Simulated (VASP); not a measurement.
**BN (Qingsongite): single point with PBEsol**

Crystal: BN (Qingsongite).

```xyz
2
Lattice="0.0000 1.8075 1.8075 1.8075 0.0000 1.8075 1.8075 1.8075 0.0000" Properties=species:S:1:pos:R:3 pbc="T T T"
B     0.0000    0.0000    0.0000
N     0.9038    0.9038    0.9038
```

* Program: VASP 6.6.1
* Task: single point
* Functional: PBEsol
* Potentials or basis: VASP PAW PBE potentials, release 64 (B, N)
* Cutoff: 520 eV
* k mesh: 4 × 4 × 4
* Occupations: gaussian, width 0.01 eV
* Spin: no spin polarisation

```
Pressure               : -1.7 GPa
Band gap on the k mesh : 4.25 eV, indirect (least direct gap 8.73 eV)
```

Levels at points of the mesh, in eV from the valence-band top:
| k point | band 2 | band 3 | band 4 | band 5 | band 6 | band 7 |
| --- | --- | --- | --- | --- | --- | --- |
| (0.00, 0.00, 0.00) | 0.00 | 0.00 | 0.00 | 8.73 | 8.73 | 8.73 |
| (0.50, 0.00, 0.00) | -10.80 | -1.95 | -1.95 | 10.07 | 10.60 | 10.60 |
| (0.50, 0.50, 0.00) | -8.98 | -4.95 | -4.95 | 4.25 | 9.06 | 17.86 |

Wall time 1.9 s on 1 thread of Intel Xeon 6975P-C, on a shared host, peak memory 0.11 GiB.

Caveat: the k points lie up to 0.75 Å⁻¹ apart; the PAW data sets were made with another functional, which shifts forces and pressure a little. A k mesh can miss the band edges.
